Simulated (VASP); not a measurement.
# ZnO (P6_3mc) in VASP: further runs

ZnO is run at these levels: PBE; tasks: single point.

Program: VASP 6.6.1. These are calculated values, not measurements. Logs are shortened: lines on timing, memory, paths and dates and some standing lists are left out, and cuts for length are marked.

### 1 The cell of the first run

It takes space group P6_3mc (No. 186, hexagonal). Conventional cell: a = 3.143 Å, b = 3.143 Å, c = 5.072 Å, α = 90.00°, β = 90.00°, γ = 120.00°. Zn (site symmetry 3m) has 4 O at 1.92 Å within 2.5 Å. Within 2.5 Å of O (site symmetry 3m) lie 4 Zn at 1.92 Å.

### 2 Single point, PBE (volume scaled by 0.88, then relaxed in part)

The input, INCAR:

```
SYSTEM = ZnO
PREC     = Accurate       ! precision mode
ENCUT    = 520            ! plane-wave cutoff, eV
EDIFF    = 1E-7           ! SCF threshold, eV
ISMEAR   = 0              ! smearing method
SIGMA    = 0.02           ! smearing width, eV
LREAL    = .FALSE.        ! projectors in reciprocal space
LASPH    = .TRUE.         ! aspherical terms in the spheres
NELM     = 100            ! most SCF steps
ALGO     = Normal         ! electronic algorithm
ISIF     = 2              ! what is computed and relaxed
LWAVE    = .FALSE.        ! write WAVECAR
LCHARG   = .FALSE.        ! write CHGCAR
GGA      = PE             ! functional
NBANDS   = 26             ! bands
```

The input, KPOINTS:

```
Automatic mesh
0
G
  12 12 6
  0 0 0
```

The input, POSCAR:

```
ZnO
1.0
    3.1429667921      0.0000000000      0.0000000000
   -1.5714833961      2.7218890852      0.0000000000
    0.0000000000      0.0000000000      5.0716061438
Zn O
2 2
Direct
    0.3333333333      0.6666666667      0.4999631587
    0.6666666667      0.3333333333     -0.0000368413
    0.6666666667      0.3333333333      0.3790468413
    0.3333333333      0.6666666667      0.8790468413
```

Potentials or basis: VASP PAW PBE potentials, release 64 (Zn, O).

Run with:

```
cat potpaw_PBE.64/Zn/POTCAR potpaw_PBE.64/O/POTCAR > POTCAR
mpirun -np 1 vasp_std > vasp.out
```

OUTCAR:

```text
SYSTEM = ZnO
   PREC = Accurate
   ENCUT = 520
   EDIFF = 1E-7
   ISMEAR = 0
   LREAL = .FALSE.
   LASPH = .TRUE.
   NELM = 100
   ISIF = 2
   GGA = PE

 ion  position               nearest neighbor table
   1  0.333  0.667  0.500-   3 1.92   3 1.92   3 1.92   4 1.92
   2  0.667  0.333  1.000-   4 1.92   4 1.92   4 1.92   3 1.92
   3  0.667  0.333  0.379-   1 1.92   1 1.92   1 1.92   2 1.92
   4  0.333  0.667  0.879-   2 1.92   2 1.92   2 1.92   1 1.92

  LATTYP: Found a hexagonal cell.
 ALAT       =     3.1429667921
 C/A-ratio  =     1.6136365667

  Lattice vectors:

 A1 = (   3.1429667921,   0.0000000000,   0.0000000000)
 A2 = (  -1.5714833961,   2.7218890852,   0.0000000000)
 A3 = (   0.0000000000,   0.0000000000,   5.0716061438)

Analysis of symmetry for initial positions (statically):
=====================================================================
 Subroutine PRICEL returns:
 Original cell was already a primitive cell.

 Routine SETGRP: Setting up the symmetry group for a
 hexagonal supercell.

 Subroutine GETGRP returns: Found 12 space group operations
 (whereof  6 operations were pure point group operations)
 out of a pool of 24 trial point group operations.

The static configuration has the point symmetry C_3v.
 The point group associated with its full space group is C_6v.

Analysis of symmetry for dynamics (positions and initial velocities):
=====================================================================
 Subroutine PRICEL returns:
 Original cell was already a primitive cell.

 Routine SETGRP: Setting up the symmetry group for a
 hexagonal supercell.

 Subroutine GETGRP returns: Found 12 space group operations
 (whereof  6 operations were pure point group operations)
 out of a pool of 24 trial point group operations.

The dynamic configuration has the point symmetry C_3v.
 The point group associated with its full space group is C_6v.

 Subroutine INISYM returns: Found 12 space group operations
 (whereof  6 operations are pure point group operations),
 and found     1 'primitive' translations

----------------------------------------------------------------------------------------

                                     Primitive cell

  volume of cell :      43.3866

  direct lattice vectors                    reciprocal lattice vectors
     3.142966792  0.000000000  0.000000000     0.318170718  0.183695950  0.000000000
    -1.571483396  2.721889085  0.000000000     0.000000000  0.367391899  0.000000000
     0.000000000  0.000000000  5.071606144     0.000000000  0.000000000  0.197176195

  length of vectors
     3.142966792  3.142966792  5.071606144     0.367391899  0.367391899  0.197176195

  position of ions in fractional coordinates (direct lattice)
     0.333333333  0.666666667  0.499963159
     0.666666667  0.333333333  0.999963159
     0.666666667  0.333333333  0.379046841
     0.333333333  0.666666667  0.879046841

  ion indices of the primitive-cell ions
   primitive index   ion index
                 1           1
                 2           2
                 3           3
                 4           4

----------------------------------------------------------------------------------------

 KPOINTS: Automatic mesh

Automatic generation of k-mesh.
 Grid dimensions read from file:
 generate k-points for:   12   12    6

 Generating k-lattice:

  Cartesian coordinates                     Fractional coordinates (reciprocal lattice)
     0.026514226  0.015307996  0.000000000     0.083333333  0.000000000  0.000000000
     0.000000000  0.030615992  0.000000000     0.000000000  0.083333333  0.000000000
     0.000000000  0.000000000  0.032862699     0.000000000  0.000000000  0.166666667

  Length of vectors
     0.030615992  0.030615992  0.032862699

  Shift w.r.t. Gamma in fractional coordinates (k-lattice)
     0.000000000  0.000000000  0.000000000

 Subroutine IBZKPT returns following result:
 ===========================================

 Found     76 irreducible k-points:

 Following reciprocal coordinates:
            Coordinates               Weight
  0.000000  0.000000  0.000000      1.000000
  0.083333 -0.000000  0.000000      6.000000
  0.166667 -0.000000  0.000000      6.000000
  0.250000  0.000000  0.000000      6.000000
  0.333333  0.000000  0.000000      6.000000
  0.416667 -0.000000  0.000000      6.000000
[... 16 lines left out ...]
  0.250000  0.000000  0.166667     12.000000
  0.333333  0.000000  0.166667     12.000000
 [... further k-points ...]
   k-points           NKPTS =     76   k-points in BZ     NKDIM =     76   number of bands    NBANDS=     26
   number of dos      NEDOS =    301   number of ions     NIONS =      4
   total plane-waves  NPLWV =  23040
   dimension x,y,z NGX =    24 NGY =   24 NGZ =   40
   dimension x,y,z NGXF=    48 NGYF=   48 NGZF=   80
   ions per type =               2   2
   NGX,Y,Z   is equivalent  to a cutoff of  12.69, 12.69, 13.11 a.u.
   NGXF,Y,Z  is equivalent  to a cutoff of  25.39, 25.39, 26.22 a.u.
 SYSTEM =  ZnO
   PREC   = accura    normal or accurate (medium, high low for compatibility)
   ISTART =      0    job   : 0-new  1-cont  2-samecut
   ICHARG =      2    charge: 1-file 2-atom 10-const
   ISPIN  =      1    spin polarized calculation?
   LNONCOLLINEAR =      F non collinear calculations
   LSORBIT =      F    spin-orbit coupling
   LASPH  =      T    aspherical Exc in radial PAW
   ENCUT  =  520.0 eV  38.22 Ry    6.18 a.u.   5.84  5.84  9.43*2*pi/ulx,y,z
   NELM   =    100;   NELMIN=  2; NELMDL= -5     # of ELM steps
   EDIFF  = 0.1E-06   stopping-criterion for ELM
   LREAL  =      F    real-space projection
   EDIFFG = 0.1E-05   stopping-criterion for IOM
   NSW    =      0    number of steps for IOM
   IBRION =     -1    ionic relax: 0-MD 1-quasi-New 2-CG
   NFREE  =      0    steps in history (QN), initial steepest desc. (CG)
   ISIF   =      2    stress and relaxation
   ISYM   =      2    0-nonsym 1-usesym 2-fastsym
   POTIM  = 0.5000    time-step for ionic-motion
   TEBEG  =    0.0;   TEEND  =   0.0 temperature during run
   PSTRESS=    0.0 pullay stress
   NELECT =      36.0000    total number of electrons
   NUPDOWN=      -1.0000    fix difference up-down
   EMIN   =  10.00;   EMAX   =-10.00  energy-range for DOS
   EFERMI =   0.00;   METHOD = LEGACY
   ISMEAR =     0;   SIGMA  =   0.02  broadening in eV -4-tet -1-fermi 0-gaus
   EFERMI_NEDOS =   21; number of points for ismear=-14 and -15
   IALGO  =     38    algorithm
   IMIX   =      4    mixing-type and parameters
     AMIX     =   0.40;   BMIX     =  1.00
     AMIX_MAG =   1.60;   BMIX_MAG =  1.00
  volume/ion in A,a.u.               =      10.85        73.20
  Fermi-wavevector in a.u.,A,eV,Ry     =   1.538357  2.907073 32.198755  2.366542
  Thomas-Fermi vector in A             =   2.644737
   LORBIT       =      0    0 simple, 1 ext, 2 COOP (PROOUT), +10 PAW based schemes
   GGA     = PE    functional components
   LHFCALC =     F    Hartree Fock is set to
   AEXX    =    0.0000 exact exchange contribution
   IVDW    =     0    specifies the selected vdW correction
   LEPSILON=     F    determine dielectric tensor
   LRPA    =     F    only Hartree local field effects (RPA)
 non-spin polarized calculation
 Gauss-broadening in eV      SIGMA  =   0.02
  energy-cutoff  :      520.00
  volume of cell :       43.39
 maximum number of plane-waves:      1184
 NGX is ok and might be reduce to    24
   NGX = 11   NGY = 11   NGZ = 19

 number of electron      35.9999959 magnetization

 Free energy of the ion-electron system (eV)
  ---------------------------------------------------
  ext. energy  EPLUGINS =         0.00000000
  ---------------------------------------------------
  free energy    TOTEN  =       -17.45049711 eV

  energy without entropy =      -17.45049711  energy(sigma->0) =      -17.45049711

 E-fermi :   2.2696     XC(G=0): -11.4164

 val. band max:        2.1051424210   @ k =   0.0000   0.0000   0.0000
 cond. band min:       3.0176116974   @ k =   0.0000   0.0000   0.0000
 fundamental gap:      0.9124692764
 Fermi energy:         2.2695505405

 k-point     1 :       0.0000    0.0000    0.0000
  band No.  band energies     occupation
      1     -16.7981      2.00000
      2     -15.9263      2.00000
      3      -4.3192      2.00000
      4      -4.1073      2.00000
      5      -4.1073      2.00000
      6      -4.0509      2.00000
[... 18 lines left out ...]
     25      16.9022      0.00000
     26      16.9022      0.00000

 k-point     2 :       0.0833   -0.0000    0.0000
  band No.  band energies     occupation
      1     -16.7518      2.00000
      2     -15.9053      2.00000
      3      -4.2620      2.00000
      4      -4.1579      2.00000
      5      -4.0813      2.00000
      6      -4.0214      2.00000
[... 18 lines left out ...]
     25      16.8008      0.00000
     26      17.0164      0.00000

 k-point     3 :       0.1667   -0.0000    0.0000
  band No.  band energies     occupation
      1     -16.6217      2.00000
      2     -15.8499      2.00000
      3      -4.3266      2.00000
      4      -4.0626      2.00000
      5      -4.0129      2.00000
      6      -3.9818      2.00000
[... 18 lines left out ...]
     25      16.7186      0.00000
     26      17.1250      0.00000

 k-point     4 :       0.2500    0.0000    0.0000
  band No.  band energies     occupation
      1     -16.4323      2.00000
      2     -15.7795      2.00000
      3      -4.4709      2.00000
      4      -4.0595      2.00000
      5      -3.9285      2.00000
      6      -3.8439      2.00000
[... 18 lines left out ...]
     25      16.0375      0.00000
     26      16.9420      0.00000
[... 496 lines left out ...]
      1     -16.5721      2.00000
      2     -15.9036      2.00000
      3      -4.3756      2.00000
      4      -4.2391      2.00000
      5      -4.0019      2.00000
      6      -3.9657      2.00000
[... 18 lines left out ...]
     25      15.8100      0.00000
     26      16.8711      0.00000

 k-point    23 :       0.2500    0.0000    0.1667
  band No.  band energies     occupation
      1     -16.3891      2.00000
      2     -15.8235      2.00000
      3      -4.5111      2.00000
      4      -4.2279      2.00000
      5      -3.9124      2.00000
      6      -3.8520      2.00000
[... 18 lines left out ...]
     25      16.0328      0.00000
     26      16.7973      0.00000

 k-point    24 :       0.3333    0.0000    0.1667
  band No.  band energies     occupation
      1     -16.1881      2.00000
      2     -15.7534      2.00000
      3      -4.5943      2.00000
      4      -4.2767      2.00000
      5      -3.8363      2.00000
      6      -3.7104      2.00000
[... 18 lines left out ...]
     25      16.0608      0.00000
     26      16.7967      0.00000

 [... further k-points ...]
[... 5 lines left out ...]
  --------------------------------------------------------------------------------------
  -------------------------------------------------------------------------------------
  Total        6.3718706      6.3718706      6.3408193     -0.0000000     -0.0000000      0.0000000
  in kB      235.2999267    235.2999267    234.1532692     -0.0000000     -0.0000000      0.0000000
  external PRESSURE =     234.9177075 kB  Pullay stress =       0.0000000 kB

 VOLUME and BASIS-vectors are now :
 -----------------------------------------------------------------------------
  energy-cutoff  :      520.00
  volume of cell :       43.39
      direct lattice vectors                 reciprocal lattice vectors
     3.142966792  0.000000000  0.000000000     0.318170718  0.183695950  0.000000000
    -1.571483396  2.721889085  0.000000000     0.000000000  0.367391899  0.000000000
     0.000000000  0.000000000  5.071606144     0.000000000  0.000000000  0.197176195

 POSITION                                       TOTAL-FORCE (eV/Angst)
 -----------------------------------------------------------------------------------
     -0.00000      1.81459      2.53562         0.000000     -0.000000      0.006676
      1.57148      0.90730      5.07142        -0.000000      0.000000      0.006676
      1.57148      0.90730      1.92238         0.000000     -0.000000     -0.006676
     -0.00000      1.81459      4.45818        -0.000000      0.000000     -0.006676
 -----------------------------------------------------------------------------------
    total drift:                               -0.000000     -0.000000      0.000731

  FREE ENERGIE OF THE ION-ELECTRON SYSTEM (eV)
  ---------------------------------------------------
  free  energy   TOTEN  =       -17.4504971110 eV

  energy  without entropy=      -17.4504971110  energy(sigma->0) =      -17.45049711
```

Wall time 30 s (1 thread of Intel Xeon 6975P-C (Granite Rapids), shared host); peak memory 0.2 GiB.

Results:

```
Free energy            : -17.4505 eV
Pressure               : 23.5 GPa
Largest force          : 0.007 eV/Å
Band gap on the k mesh : 0.91 eV, direct
```

Forces in eV/Å, atoms in the order of the input:
```
Zn   0.000  0.000  0.007
Zn   0.000  0.000  0.007
O    0.000  0.000 -0.007
O    0.000  0.000 -0.007
```

### 3 Single point, PBE (volume scaled by 0.91, then relaxed in part)

The input, INCAR:

```
ALGO = Normal
EDIFF = 1E-6
ENCUT = 520
GGA = PE
ISIF = 2
ISMEAR = 0
LASPH = True
LCHARG = True
LELF = True
LREAL = False
LVHAR = True
LWAVE = False
NBANDS = 26
NELM = 80
PREC = Accurate
SIGMA = 0.02
```

The input, KPOINTS:

```
k-points
0
Gamma
  12 12 6
```

The input, POSCAR:

```
ZnO
1.0
    3.1780028798      0.0000000000      0.0000000000
   -1.5890014399      2.7522312272      0.0000000000
    0.0000000000      0.0000000000      5.1295025659
Zn O
2 2
Direct
    0.3333333333      0.6666666667      0.4999697863
    0.6666666667      0.3333333333     -0.0000302137
    0.6666666667      0.3333333333      0.3790402137
    0.3333333333      0.6666666667      0.8790402137
```

Potentials or basis: VASP PAW PBE potentials, release 64 (Zn, O).

Run with:

```
cat potpaw_PBE.64/Zn/POTCAR potpaw_PBE.64/O/POTCAR > POTCAR
mpirun -np 1 vasp_std > vasp.out
```

Wall time 29 s (1 thread of Intel Xeon 6975P-C (Granite Rapids), shared host); peak memory 0.2 GiB.

It converged, with:

| Item | Value |
| --- | --- |
| Free energy | -17.6350 eV |
| Pressure | 16.4 GPa |
| Largest force | 0.007 eV/Å |
| Band gap on the k mesh | 0.86 eV, direct |

Forces in eV/Å, atoms in the order of the input:
```
Zn   0.000  0.000  0.007
Zn   0.000  0.000  0.007
O    0.000  0.000 -0.007
O    0.000  0.000 -0.007
```

Stress tensor (GPa, compression positive):
```
16.46  0.00  0.00
 0.00 16.46  0.00
 0.00  0.00 16.31
```

Levels at points of the mesh, in eV from the valence-band top:
```csv
k point,band 14,band 15,band 16,band 17,band 18,band 19,band 20,band 21,band 22,band 23
"(0.00, 0.00, 0.00)",-0.86,-0.86,-0.11,0.00,0.00,0.86,5.45,8.38,13.21,13.21
"(0.50, 0.00, 0.00)",-3.76,-3.00,-2.46,-1.39,-0.92,6.03,6.94,7.63,8.92,10.88
"(0.00, 0.00, 0.50)",-2.29,-0.43,-0.43,-0.43,-0.43,3.58,3.58,10.29,10.29,13.51
"(0.50, 0.00, 0.50)",-3.88,-1.64,-1.64,-1.49,-1.49,5.80,5.80,8.77,8.77,11.53
```

### 4 Single point, PBE (volume scaled by 0.94, then relaxed in part)

The input, INCAR:

```
PREC     = Accurate       # precision mode
ENCUT    = 520            # plane-wave cutoff, eV
EDIFF    = 1E-7           # SCF threshold, eV
ISMEAR   = 0              # smearing method
SIGMA    = 0.02           # smearing width, eV
LREAL    = False          # projectors in reciprocal space
LASPH    = True           # aspherical terms in the spheres
NELM     = 80             # most SCF steps
ALGO     = Normal         # electronic algorithm
ISIF     = 2              # what is computed and relaxed
LWAVE    = False          # write WAVECAR
LCHARG   = False          # write CHGCAR
GGA      = PE             # functional
NBANDS   = 26             # bands
```

The input, KPOINTS:

```
Automatic mesh
0
Gamma
  12 12 6
```

The input, POSCAR:

```
ZnO
1.0
    3.2125490959      0.0000000000      0.0000000000
   -1.6062745479      2.7821491279      0.0000000000
    0.0000000000      0.0000000000      5.1852623971
Zn O
2 2
Direct
    0.3333333333      0.6666666667      0.4999697863
    0.6666666667      0.3333333333     -0.0000302137
    0.6666666667      0.3333333333      0.3790402137
    0.3333333333      0.6666666667      0.8790402137
```

Run with:

```
cat potpaw_PBE.64/Zn/POTCAR potpaw_PBE.64/O/POTCAR > POTCAR
mpirun -np 1 vasp_std > vasp.out
```

Wall time 29 s (1 thread of Intel Xeon 6975P-C (Granite Rapids), shared host); peak memory 0.2 GiB.

Results (log left out):

| Item | Value |
| --- | --- |
| Free energy | -17.7590 eV |
| Pressure | 10.3 GPa |
| Largest force | 0.004 eV/Å |
| Band gap on the k mesh | 0.82 eV, direct |

Forces on the atoms (eV/Å):
```
Zn   0.000  0.000  0.004
Zn   0.000  0.000  0.004
O    0.000  0.000 -0.004
O    0.000  0.000 -0.004
```

Stress tensor (GPa, compression positive):
```
10.38  0.00  0.00
 0.00 10.38  0.00
 0.00  0.00 10.28
```

Levels at points of the mesh, in eV from the valence-band top:
| k point | band 14 | band 15 | band 16 | band 17 | band 18 | band 19 | band 20 | band 21 | band 22 | band 23 |
| --- | --- | --- | --- | --- | --- | --- | --- | --- | --- | --- |
| (0.00, 0.00, 0.00) | -0.82 | -0.82 | -0.10 | 0.00 | 0.00 | 0.82 | 5.33 | 8.28 | 13.05 | 13.05 |
| (0.50, 0.00, 0.00) | -3.64 | -2.91 | -2.35 | -1.34 | -0.87 | 5.89 | 6.90 | 7.60 | 8.70 | 10.71 |
| (0.00, 0.00, 0.50) | -2.27 | -0.41 | -0.41 | -0.41 | -0.41 | 3.51 | 3.51 | 10.16 | 10.16 | 13.34 |
| (0.50, 0.00, 0.50) | -3.81 | -1.56 | -1.56 | -1.43 | -1.43 | 5.75 | 5.75 | 8.58 | 8.58 | 11.40 |

### 5 The runs side by side

| cell | gap on the mesh (eV) | pressure (GPa) | largest force (eV/Å) |
| --- | --- | --- | --- |
| a = 3.143, b = 3.143, c = 5.072 Å, angles 90.0, 90.0, 120.0°, 4 atoms | 0.91 | 23.5 | 0.01 |
| a = 3.178, b = 3.178, c = 5.130 Å, angles 90.0, 90.0, 120.0°, 4 atoms | 0.86 | 16.4 | 0.01 |
| a = 3.213, b = 3.213, c = 5.185 Å, angles 90.0, 90.0, 120.0°, 4 atoms | 0.82 | 10.3 | - |

Alike in all rows: task single point; level PBE; potentials or basis VASP PAW PBE potentials, release 64 (Zn, O); no spin polarisation; k mesh 12 × 12 × 6; cutoff (eV) 520; smearing gaussian 0.02 eV.

Total energies depend on the potentials used, so only differences within one code and one set of settings carry meaning.
